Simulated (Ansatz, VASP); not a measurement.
LaPSe4 in VASP and in Ansatz

```
La P Se
1.0
     5.64103    0.00000    0.00000
    -2.82052    4.88528    0.00000
     0.00000    0.00000    4.92102
La P Se
1 1 4
Direct
  0.66667 0.33333 0.00000
  0.00000 0.00000 0.00000
  0.33333 0.66667 0.00000
  0.16292 0.32584 0.50000
  0.67416 0.83708 0.50000
  0.16292 0.83708 0.50000
```

Change from the starting cell: species swapped into the NdAlCu4 type (P-6m2, No. 187).

Alike in both runs: functional PBE; k mesh 2 × 2 × 3; occupations gaussian, width 0.15 eV; no spin polarisation.

Ansatz relaxed the structure, and its values are those at the end. VASP's run is a single point on that final structure, the one shown.

|  | VASP | Ansatz |
| --- | --- | --- |
| version | VASP 6.6.1 | Ansatz 0.2.0 |
| potentials or method | VASP PAW PBE potentials, release 64 (La, P, Se), cutoff 500 eV | scalar-relativistic, plane waves, PAW |
| valence electrons in the cell | 40 | 80 |

```tsv
	VASP	Ansatz	Ansatz less VASP
gap on the k mesh at the Fermi level (eV)	none	none	-
pressure (GPa)	0.1	0.1	+0.02
rms of the force components (eV/Å)	0.012	0.013	+0.0006
```

A gap of «none» marks a metal or a gap that the smearing closes. VASP's potentials hold 40 valence electrons a cell and Ansatz's 80, so a difference there can come from the potentials and not from the codes.

The k mesh is coarse, so the values compare programs but aren't converged. Neither program's run includes spin-orbit coupling.
